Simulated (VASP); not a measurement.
A run of VASP 6.6.1 is set up as follows.

The input INCAR:

```
SYSTEM = AlN
PREC = Accurate
ENCUT = 520
EDIFF = 1E-7
ISMEAR = 0
SIGMA = 0.05
LREAL = .False.
LASPH = .True.
NELM = 100
ALGO = Normal
ISIF = 2
LWAVE = .False.
LCHARG = .False.
NBANDS = 16
```

Contents of KPOINTS:

```
Automatic mesh
0
Gamma
  9 9 6
  0 0 0
```

The input POSCAR:

```
AlN
1.0
    3.0886152983      0.0000000000     -0.1544307649
   -1.5443076491      2.6748193108      0.0772153825
   -0.2471792133      0.0000000000      5.1413276366
Al N
2 2
Direct
    0.3389858105      0.6665283944      0.0052245101
    0.6724574161      0.3334716056      0.5052245101
    0.3288238541      0.6690909348      0.3797754899
    0.6597329193      0.3309090652      0.8797754899
```

Potentials or basis: VASP PAW LDA potentials, release 64 (Al, N).

Run with:

```bash
$ cat potpaw_LDA.64/Al/POTCAR potpaw_LDA.64/N/POTCAR > POTCAR
$ mpirun -np 1 vasp_std > vasp.out
```

Question: Estimate the pressure.

Answer: -6.7 GPa.

Question: Estimate the band gap on the k mesh.

Answer: 3.84 eV, direct.

Question: Estimate the largest force.

Answer: 0.017 eV/Å.

Stress tensor (GPa, compression positive):
```
 -4.53   0.00  10.12
  0.00  -2.69   0.00
 10.12   0.00 -12.91
```

Caveat: the cell differs from its parent crystal (engineering shear strain xz -0.1000, normal strain along z +0.0400).
